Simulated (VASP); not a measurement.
BAs, 2 atoms in the cell. Symmetry: F-43m, No. 216, cubic system. Conventional cell: a = 4.777 Å, b = 4.777 Å, c = 4.777 Å, α = 90.00°, β = 90.00°, γ = 90.00°. Within 2.7 Å of As (site symmetry -43m) lie 4 B at 2.07 Å. Within 2.7 Å of B (site symmetry -43m) lie 4 As at 2.07 Å. 

```yaml
Program: VASP 6.6.1
Task: single point
Functional: LDA
Potentials_or_basis: VASP PAW LDA potentials, release 64 (As, B)
Cutoff: 520 eV
k_mesh: 10 × 10 × 10
Occupations: gaussian, width 0.1 eV
Spin: no spin polarisation
Dipole_correction: no
Further_INCAR_settings: ALGO = Normal; EDIFF = 1e-06; NBANDS = 11
```

Potentials or basis: VASP PAW LDA potentials, release 64 (As, B).

Command:

```bash
$ cat potpaw_LDA.64/As/POTCAR potpaw_LDA.64/B/POTCAR > POTCAR
$ mpirun -np 1 vasp_std > vasp.out
```

Hardware: 1 thread of Intel(R) Xeon(R) Platinum 8488C (Sapphire Rapids), on a shared host.

**Question.** How long does it take, and how much memory?

**Answer.** It took 12 s on 1 thread of Intel(R) Xeon(R) Platinum 8488C (Sapphire Rapids), on a shared host, peak memory 0.14 GiB. Counts: scf iterations 12, k points 47.
